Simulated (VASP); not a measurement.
# Zn4SeS3 in VASP: further runs

The runs below take Zn4SeS3 through single point, with PBE.

All numbers are computed with VASP 6.6.1; they aren't measurements. Logs are shortened: lines on timing, memory, paths and dates and some standing lists are left out, and cuts for length are marked.

**1. The cell of the first run**

The structure is tetragonal, space group I-42m (No. 121). Conventional cell: a = 5.516 Å, b = 5.516 Å, c = 11.026 Å, α = 90.00°, β = 90.00°, γ = 90.00°. Within 3.1 Å of Zn (site symmetry m) lie 3 S at 2.36 to 2.37 Å and 1 Se at 2.46 Å. Se (site symmetry -42m) has 4 Zn at 2.46 Å within 3.2 Å. Within 3.1 Å of S (site symmetry -4) lie 4 Zn at 2.37 Å. Within 3.1 Å of S (site symmetry -42m) lie 4 Zn at 2.36 Å.

**2. Single point, PBE**

The input, INCAR:

```
SYSTEM = Zn4SeS3
PREC     = Accurate       ! precision mode
ENCUT    = 520            ! plane-wave cutoff, eV
EDIFF    = 1E-6           ! SCF threshold, eV
ISMEAR   = 0              ! smearing method
SIGMA    = 0.1            ! smearing width, eV
LREAL    = .FALSE.        ! projectors in reciprocal space
LASPH    = .TRUE.         ! aspherical terms in the spheres
NELM     = 100            ! most SCF steps
ALGO     = Normal         ! electronic algorithm
ISIF     = 2              ! what is computed and relaxed
LWAVE    = .FALSE.        ! write WAVECAR
LCHARG   = .TRUE.         ! write CHGCAR
GGA      = PE             ! functional
LELF     = .TRUE.         ! ELF
LVHAR    = .TRUE.       
NBANDS   = 46             ! bands
```

The input, KPOINTS:

```
Automatic mesh
0
G
  4 4 4
  0 0 0
```

The input, POSCAR:

```
Zn4SeS3
1.0
   -2.7579711000      2.7579711000      5.5128443000
    2.7579711000     -2.7579711000      5.5128443000
    2.7579711000      2.7579711000     -5.5128443000
Zn Se S
4 1 3
Direct
    0.3701030000      0.8863950000      0.0000000000
    0.1136050000      0.1136050000      0.4837080000
    0.8863950000      0.3701030000      0.0000000000
    0.6298970000      0.6298970000      0.5162920000
    0.5000000000      0.5000000000      0.0000000000
    0.7500000000      0.2500000000      0.5000000000
    0.2500000000      0.7500000000      0.5000000000
    0.0000000000      0.0000000000      0.0000000000
```

Potentials or basis: VASP PAW PBE potentials, release 64 (Zn, Se, S).

Command:

```console
$ cat potpaw_PBE.64/Zn/POTCAR potpaw_PBE.64/Se/POTCAR potpaw_PBE.64/S/POTCAR > POTCAR
$ mpirun -np 1 vasp_std > vasp.out
```

OUTCAR:

```text
SYSTEM = Zn4SeS3
   PREC = Accurate
   ENCUT = 520
   EDIFF = 1E-6
   ISMEAR = 0
   LREAL = .FALSE.
   LASPH = .TRUE.
   NELM = 100
   ISIF = 2
   GGA = PE

 ion  position               nearest neighbor table
   1  0.370  0.886  0.000-   8 2.36   6 2.37   7 2.37   5 2.46
   2  0.114  0.114  0.484-   8 2.36   7 2.37   6 2.37   5 2.46
   3  0.886  0.370  0.000-   8 2.36   7 2.37   6 2.37   5 2.46
   4  0.630  0.630  0.516-   8 2.36   7 2.37   6 2.37   5 2.46
   5  0.500  0.500  0.000-   4 2.46   1 2.46   3 2.46   2 2.46
   6  0.750  0.250  0.500-   2 2.37   3 2.37   4 2.37   1 2.37
   7  0.250  0.750  0.500-   1 2.37   2 2.37   4 2.37   3 2.37
   8  0.000  0.000  0.000-   2 2.36   4 2.36   3 2.36   1 2.36

  LATTYP: Found a body centered tetragonal cell.
 ALAT       =     5.5159422000
 C/A-ratio  =     1.9988767468

  Lattice vectors:

 A1 = (  -2.7579711000,   2.7579711000,   5.5128443000)
 A2 = (   2.7579711000,  -2.7579711000,   5.5128443000)
 A3 = (   2.7579711000,   2.7579711000,  -5.5128443000)

Analysis of symmetry for initial positions (statically):
=====================================================================
 Subroutine PRICEL returns:
 Original cell was already a primitive cell.

 Routine SETGRP: Setting up the symmetry group for a
 body centered tetragonal supercell.

 Subroutine GETGRP returns: Found  8 space group operations
 (whereof  8 operations were pure point group operations)
 out of a pool of 16 trial point group operations.

The static configuration has the point symmetry D_2d.

Analysis of symmetry for dynamics (positions and initial velocities):
=====================================================================
 Subroutine PRICEL returns:
 Original cell was already a primitive cell.

 Routine SETGRP: Setting up the symmetry group for a
 body centered tetragonal supercell.

 Subroutine GETGRP returns: Found  8 space group operations
 (whereof  8 operations were pure point group operations)
 out of a pool of 16 trial point group operations.

The dynamic configuration has the point symmetry D_2d.

 Subroutine INISYM returns: Found  8 space group operations
 (whereof  8 operations are pure point group operations),
 and found     1 'primitive' translations

----------------------------------------------------------------------------------------

                                     Primitive cell

  volume of cell :     167.7317

  direct lattice vectors                    reciprocal lattice vectors
    -2.757971100  2.757971100  5.512844300     0.000000000  0.181292690  0.090697283
     2.757971100 -2.757971100  5.512844300     0.181292690  0.000000000  0.090697283
     2.757971100  2.757971100 -5.512844300     0.181292690  0.181292690  0.000000000

  length of vectors
     6.753092732  6.753092732  6.753092732     0.202714175  0.202714175  0.256386581

  position of ions in fractional coordinates (direct lattice)
     0.370103000  0.886395000  0.000000000
     0.113605000  0.113605000  0.483708000
     0.886395000  0.370103000  0.000000000
     0.629897000  0.629897000  0.516292000
     0.500000000  0.500000000  0.000000000
     0.750000000  0.250000000  0.500000000
     0.250000000  0.750000000  0.500000000
     0.000000000  0.000000000  0.000000000

  ion indices of the primitive-cell ions
   primitive index   ion index
                 1           1
                 2           2
                 3           3
                 4           4
                 5           5
                 6           6
                 7           7
                 8           8

----------------------------------------------------------------------------------------

 KPOINTS: Automatic mesh

Automatic generation of k-mesh.
 Grid dimensions read from file:
 generate k-points for:    4    4    4

 Generating k-lattice:

  Cartesian coordinates                     Fractional coordinates (reciprocal lattice)
     0.000000000  0.045323173  0.022674321     0.250000000  0.000000000 -0.000000000
     0.045323173  0.000000000  0.022674321     0.000000000  0.250000000 -0.000000000
     0.045323173  0.045323173  0.000000000     0.000000000  0.000000000  0.250000000

  Length of vectors
     0.050678544  0.050678544  0.064096645

  Shift w.r.t. Gamma in fractional coordinates (k-lattice)
     0.000000000  0.000000000  0.000000000

 Subroutine IBZKPT returns following result:
 ===========================================

 Found     13 irreducible k-points:

 Following reciprocal coordinates:
            Coordinates               Weight
  0.000000  0.000000  0.000000      1.000000
  0.250000 -0.000000  0.000000      8.000000
  0.500000 -0.000000  0.000000      4.000000
  0.250000  0.250000  0.000000      8.000000
  0.500000  0.250000  0.000000     16.000000
 -0.250000  0.250000  0.000000      4.000000
  0.500000  0.500000  0.000000      2.000000
  0.250000  0.250000  0.250000      2.000000
 -0.250000  0.250000  0.250000      4.000000
  0.500000  0.500000  0.250000      4.000000
 -0.250000  0.500000  0.250000      8.000000
 -0.250000 -0.250000  0.250000      2.000000
  0.500000  0.500000  0.500000      1.000000
   k-points           NKPTS =     13   k-points in BZ     NKDIM =     13   number of bands    NBANDS=     46
   number of dos      NEDOS =    301   number of ions     NIONS =      8
   total plane-waves  NPLWV = 125000
   dimension x,y,z NGX =    50 NGY =   50 NGZ =   50
   dimension x,y,z NGXF=   100 NGYF=  100 NGZF=  100
   ions per type =               4   1   3
   NGX,Y,Z   is equivalent  to a cutoff of  12.31, 12.31, 12.31 a.u.
   NGXF,Y,Z  is equivalent  to a cutoff of  24.62, 24.62, 24.62 a.u.
 SYSTEM =  Zn4SeS3
   PREC   = accura    normal or accurate (medium, high low for compatibility)
   ISTART =      0    job   : 0-new  1-cont  2-samecut
   ICHARG =      2    charge: 1-file 2-atom 10-const
   ISPIN  =      1    spin polarized calculation?
   LNONCOLLINEAR =      F non collinear calculations
   LSORBIT =      F    spin-orbit coupling
   LASPH  =      T    aspherical Exc in radial PAW
   ENCUT  =  520.0 eV  38.22 Ry    6.18 a.u.  12.56 12.56 12.56*2*pi/ulx,y,z
   NELM   =    100;   NELMIN=  2; NELMDL= -5     # of ELM steps
   EDIFF  = 0.1E-05   stopping-criterion for ELM
   LREAL  =      F    real-space projection
   EDIFFG = 0.1E-04   stopping-criterion for IOM
   NSW    =      0    number of steps for IOM
   IBRION =     -1    ionic relax: 0-MD 1-quasi-New 2-CG
   NFREE  =      0    steps in history (QN), initial steepest desc. (CG)
   ISIF   =      2    stress and relaxation
   ISYM   =      2    0-nonsym 1-usesym 2-fastsym
   POTIM  = 0.5000    time-step for ionic-motion
   TEBEG  =    0.0;   TEEND  =   0.0 temperature during run
   PSTRESS=    0.0 pullay stress
   NELECT =      72.0000    total number of electrons
   NUPDOWN=      -1.0000    fix difference up-down
   EMIN   =  10.00;   EMAX   =-10.00  energy-range for DOS
   EFERMI =   0.00;   METHOD = LEGACY
   ISMEAR =     0;   SIGMA  =   0.10  broadening in eV -4-tet -1-fermi 0-gaus
   EFERMI_NEDOS =   21; number of points for ismear=-14 and -15
   IALGO  =     38    algorithm
   IMIX   =      4    mixing-type and parameters
     AMIX     =   0.40;   BMIX     =  1.00
     AMIX_MAG =   1.60;   BMIX_MAG =  1.00
  volume/ion in A,a.u.               =      20.97       141.49
  Fermi-wavevector in a.u.,A,eV,Ry     =   1.234944  2.333706 20.750066  1.525087
  Thomas-Fermi vector in A             =   2.369614
   LORBIT       =      0    0 simple, 1 ext, 2 COOP (PROOUT), +10 PAW based schemes
   GGA     = PE    functional components
   LHFCALC =     F    Hartree Fock is set to
   AEXX    =    0.0000 exact exchange contribution
   IVDW    =     0    specifies the selected vdW correction
   LEPSILON=     F    determine dielectric tensor
   LRPA    =     F    only Hartree local field effects (RPA)
 non-spin polarized calculation
 Gauss-broadening in eV      SIGMA  =   0.10
  energy-cutoff  :      520.00
  volume of cell :      167.73
 maximum number of plane-waves:      4566
   NGX = 25   NGY = 25   NGZ = 25

 number of electron      72.0000001 magnetization

 Free energy of the ion-electron system (eV)
  ---------------------------------------------------
  ext. energy  EPLUGINS =         0.00000000
  ---------------------------------------------------
  free energy    TOTEN  =       -26.54099303 eV

  energy without entropy =      -26.54099303  energy(sigma->0) =      -26.54099303

 E-fermi :   2.2429     XC(G=0):  -9.4394

 val. band max:        1.7644439056   @ k =   0.0000   0.0000   0.0000
 cond. band min:       3.5312302264   @ k =   0.0000   0.0000   0.0000
 fundamental gap:      1.7667863208
 Fermi energy:         2.2429194812

 k-point     1 :       0.0000    0.0000    0.0000
  band No.  band energies     occupation
      1     -11.2507      2.00000
      2     -10.1536      2.00000
      3     -10.1270      2.00000
      4     -10.0560      2.00000
      5      -4.5578      2.00000
      6      -4.5559      2.00000
[... 38 lines left out ...]
     45       8.0238      0.00000
     46       8.0422      0.00000

 k-point     2 :       0.2500   -0.0000    0.0000
  band No.  band energies     occupation
      1     -11.0740      2.00000
      2     -10.2519      2.00000
      3     -10.1924      2.00000
      4     -10.1189      2.00000
      5      -4.5610      2.00000
      6      -4.5229      2.00000
[... 38 lines left out ...]
     45       8.5225      0.00000
     46       8.6859      0.00000

 k-point     3 :       0.5000   -0.0000    0.0000
  band No.  band energies     occupation
      1     -10.6653      2.00000
      2     -10.6237      2.00000
      3     -10.2331      2.00000
      4     -10.1686      2.00000
      5      -4.5427      2.00000
      6      -4.4908      2.00000
[... 479 lines left out ...]
     45       8.6254      0.00000
     46       8.6254      0.00000

 k-point    13 :       0.5000    0.5000    0.5000
  band No.  band energies     occupation
      1     -10.7354      2.00000
      2     -10.7317      2.00000
      3     -10.1321      2.00000
      4     -10.0969      2.00000
      5      -4.5826      2.00000
      6      -4.5781      2.00000
[... 38 lines left out ...]
     45      10.0919      0.00000
     46      10.0980      0.00000

------------------------ aborting loop because EDIFF is reached ----------------------------------------

  FORCE on cell =-STRESS in cart. coord.  units (eV):
  Direction    XX          YY          ZZ          XY          YZ          ZX
  --------------------------------------------------------------------------------------
  -------------------------------------------------------------------------------------
  Total        0.1582522      0.1582522      0.1554966      0.0000000      0.0000000      0.0000000
  in kB        1.5116285      1.5116285      1.4853077      0.0000000      0.0000000      0.0000000
  external PRESSURE =       1.5028549 kB  Pullay stress =       0.0000000 kB

 VOLUME and BASIS-vectors are now :
 -----------------------------------------------------------------------------
  energy-cutoff  :      520.00
  volume of cell :      167.73
      direct lattice vectors                 reciprocal lattice vectors
    -2.757971100  2.757971100  5.512844300     0.000000000  0.181292690  0.090697283
     2.757971100 -2.757971100  5.512844300     0.181292690  0.000000000  0.090697283
     2.757971100  2.757971100 -5.512844300     0.181292690  0.181292690  0.000000000

 POSITION                                       TOTAL-FORCE (eV/Angst)
 -----------------------------------------------------------------------------------
      1.42392     -1.42392      6.92688         0.003153     -0.003153      0.002241
      1.33405      1.33405     -1.41403        -0.003153     -0.003153     -0.002241
     -1.42392      1.42392      6.92688        -0.003153      0.003153      0.002241
      1.42392      1.42392      4.09881         0.003153      0.003153     -0.002241
      0.00000      0.00000      5.51284         0.000000     -0.000000     -0.000000
     -0.00000      2.75797      2.75642        -0.000000     -0.000000     -0.000000
      2.75797     -0.00000      2.75642         0.000000     -0.000000     -0.000000
      0.00000      0.00000      0.00000        -0.000000     -0.000000     -0.000000
 -----------------------------------------------------------------------------------
    total drift:                               -0.000014     -0.000014     -0.000024

  FREE ENERGIE OF THE ION-ELECTRON SYSTEM (eV)
  ---------------------------------------------------
  free  energy   TOTEN  =       -26.5409930336 eV

  energy  without entropy=      -26.5409930336  energy(sigma->0) =      -26.54099303
```

Wall time 2.4 min (1 thread of AMD EPYC 7R13 (Zen 3), shared host); peak memory 0.35 GiB.

Results:

* Free energy: -26.5410 eV
* Pressure: 0.2 GPa
* Largest force: 0.005 eV/Å
* Band gap on the k mesh: 1.77 eV

Forces in eV/Å, atoms in the order of the input:
```
Zn   0.003 -0.003  0.002
Zn  -0.003 -0.003 -0.002
Zn  -0.003  0.003  0.002
Zn   0.003  0.003 -0.002
Se   0.000  0.000  0.000
S    0.000  0.000  0.000
S    0.000  0.000  0.000
S    0.000  0.000  0.000
```

**3. Single point, PBE**

This run uses another cell than the first one, of the same volume but with other edges.

The input, INCAR:

```
ALGO = Normal ; EDIFF = 1E-7
ENCUT = 520 ; GGA = PE
ISIF = 2 ; ISMEAR = 0
LASPH = True ; LCHARG = True
LELF = True ; LREAL = False
LVHAR = True ; LWAVE = False
NBANDS = 46 ; NELM = 80
PREC = Accurate ; SIGMA = 0.1
```

The input, KPOINTS:

```
k-points
0
Gamma
  4 4 4
```

The input, POSCAR:

```
Zn4SeS3
1.0
    5.5159422000      0.0000000000      0.0000000000
    0.0000000000      5.5159422000      0.0000000000
   -2.7579711000     -2.7579711000      5.5128443000
Zn Se S
4 1 3
Direct
    0.8863950000      0.3701030000      0.2564980000
    0.1136050000      0.1136050000      0.7435020000
    0.3701030000      0.8863950000      0.2564980000
    0.6298970000      0.6298970000      0.7435020000
    0.5000000000      0.5000000000      0.0000000000
    0.2500000000      0.7500000000      0.5000000000
    0.7500000000      0.2500000000      0.5000000000
    0.0000000000      0.0000000000      0.0000000000
```

Potentials or basis: VASP PAW PBE potentials, release 64 (Zn, Se, S).

Command:

```console
$ cat potpaw_PBE.64/Zn/POTCAR potpaw_PBE.64/Se/POTCAR potpaw_PBE.64/S/POTCAR > POTCAR
$ mpirun -np 1 vasp_std > vasp.out
```

Wall time 1.9 min (1 thread of AMD EPYC 7R13 (Zen 3), shared host); peak memory 0.29 GiB.

Results (log left out):

```yaml
Free_energy: -26.5409 eV
Pressure: 0.2 GPa
Largest_force: 0.004 eV/Å
Band_gap_on_the_k_mesh: 1.77 eV
```

Forces in eV/Å, atoms in the order of the input:
```
Zn   0.003 -0.003  0.002
Zn  -0.003 -0.003 -0.002
Zn  -0.003  0.003  0.002
Zn   0.003  0.003 -0.002
Se   0.000  0.000  0.000
S    0.000  0.000  0.000
S    0.000  0.000  0.000
S    0.000  0.000  0.000
```

Levels at points of the mesh, in eV from the valence-band top:
```tsv
k point	band 34	band 35	band 36	band 37	band 38	band 39
(0.00, 0.00, 0.00)	0.00	0.00	0.00	1.77	3.34	3.88
(0.50, 0.00, 0.00)	-1.52	-1.02	-0.72	4.44	4.44	4.93
(0.50, 0.50, 0.00)	-0.79	-0.66	-0.59	2.99	3.11	4.46
(0.00, 0.00, 0.50)	-1.37	-0.99	-0.99	3.19	3.46	3.90
```

**4. Single point, PBE**

This run uses another cell than the first one, of the same volume but with other edges.

The input, INCAR:

```
SYSTEM = Zn4SeS3
  PREC = Accurate
  ENCUT = 520
  EDIFF = 1E-6
  ISMEAR = 0
  SIGMA = 0.1
  LREAL = .FALSE.
  LASPH = .TRUE.
  NELM = 80
  ALGO = Normal
  ISIF = 2
  LWAVE = .FALSE.
  LCHARG = .TRUE.
  GGA = PE
  LELF = .TRUE.
  LVHAR = .TRUE.
  NBANDS = 46
```

The input, KPOINTS:

```
Automatic mesh
0
G
  4 4 4
  0 0 0
```

The input, POSCAR:

```
Zn4SeS3
1.0
    5.5174608044      0.0000228785      0.0000657344
    0.0000251333      5.5165006472      0.0005063276
   -2.7586811689     -2.7577664837      5.5129990324
Zn Se S
4 1 3
Direct
    0.8863920049      0.3701055440      0.2564781662
    0.1137291593      0.1136398687      0.7436480745
    0.3700882489      0.8863933465      0.2563954694
    0.6298944229      0.6298795523      0.7434860368
    0.5000045655      0.5000223552      0.0000050369
    0.2499651459      0.7500148339      0.4999818440
    0.7499991209      0.2499642338      0.5000140683
   -0.0000726682     -0.0000197344     -0.0000086961
```

Command:

```console
$ cat potpaw_PBE.64/Zn/POTCAR potpaw_PBE.64/Se/POTCAR potpaw_PBE.64/S/POTCAR > POTCAR
$ mpirun -np 1 vasp_std > vasp.out
```

Run time: 4.1 min. Hardware: 1 thread of AMD EPYC 7R13 (Zen 3), shared host; peak memory 0.39 GiB.

The run converged. Its results:

```yaml
Free_energy: -26.5410 eV
Pressure: 0.1 GPa
Largest_force: 0.007 eV/Å
Band_gap_on_the_k_mesh: 1.76 eV
```

Forces in eV/Å, atoms in the order of the input:
```
Zn   0.002 -0.003  0.004
Zn  -0.003 -0.001 -0.006
Zn  -0.004  0.001  0.006
Zn   0.003  0.003 -0.004
Se   0.000 -0.001  0.000
S    0.001  0.000  0.000
S    0.001  0.001  0.000
S    0.001  0.000  0.000
```

Levels at points of the mesh, in eV from the valence-band top:
| k point | band 32 | band 33 | band 34 | band 35 | band 36 | band 37 | band 38 | band 39 | band 40 | band 41 |
| --- | --- | --- | --- | --- | --- | --- | --- | --- | --- | --- |
| (0.00, 0.00, 0.00) | -2.11 | -2.11 | 0.00 | 0.00 | 0.00 | 1.76 | 3.34 | 3.88 | 5.62 | 5.64 |
| (0.50, 0.00, 0.00) | -1.77 | -1.54 | -1.52 | -1.02 | -0.72 | 4.44 | 4.44 | 4.93 | 5.07 | 5.28 |
| (0.50, 0.00, 0.50) | -1.77 | -1.54 | -1.52 | -1.02 | -0.72 | 4.44 | 4.44 | 4.93 | 5.07 | 5.28 |
| (0.00, 0.50, 0.00) | -1.77 | -1.54 | -1.52 | -1.02 | -0.72 | 4.44 | 4.44 | 4.93 | 5.07 | 5.28 |
| (0.50, 0.50, 0.00) | -1.02 | -0.98 | -0.79 | -0.66 | -0.59 | 2.99 | 3.11 | 4.46 | 4.68 | 6.32 |
| (0.50, 0.50, 0.50) | -1.02 | -0.98 | -0.79 | -0.66 | -0.59 | 2.99 | 3.11 | 4.46 | 4.68 | 6.32 |
| (0.00, 0.00, 0.50) | -1.95 | -1.37 | -1.37 | -0.99 | -0.99 | 3.19 | 3.46 | 3.90 | 3.90 | 4.20 |
| (0.00, 0.50, 0.50) | -1.77 | -1.54 | -1.52 | -1.02 | -0.72 | 4.43 | 4.44 | 4.93 | 5.07 | 5.28 |

**5. The runs side by side**

```tsv
cell	gap on the mesh (eV)	pressure (GPa)
a = 6.753 Å, angles 131.8, 131.8, 70.6°, 8 atoms	1.77	0.2
a = 5.516, b = 5.516, c = 6.753 Å, angles 114.1, 114.1, 90.0°, 8 atoms	1.77	0.2
a = 5.517, b = 5.517, c = 6.753 Å, angles 114.1, 114.1, 90.0°, 8 atoms	1.76	0.1
```

Alike in all rows: task single point; level PBE; potentials or basis VASP PAW PBE potentials, release 64 (Zn, Se, S); no spin polarisation; k mesh 4 × 4 × 4; cutoff (eV) 520; smearing gaussian 0.1 eV.

Total energies depend on the potentials used, so only differences within one code and one set of settings carry meaning.
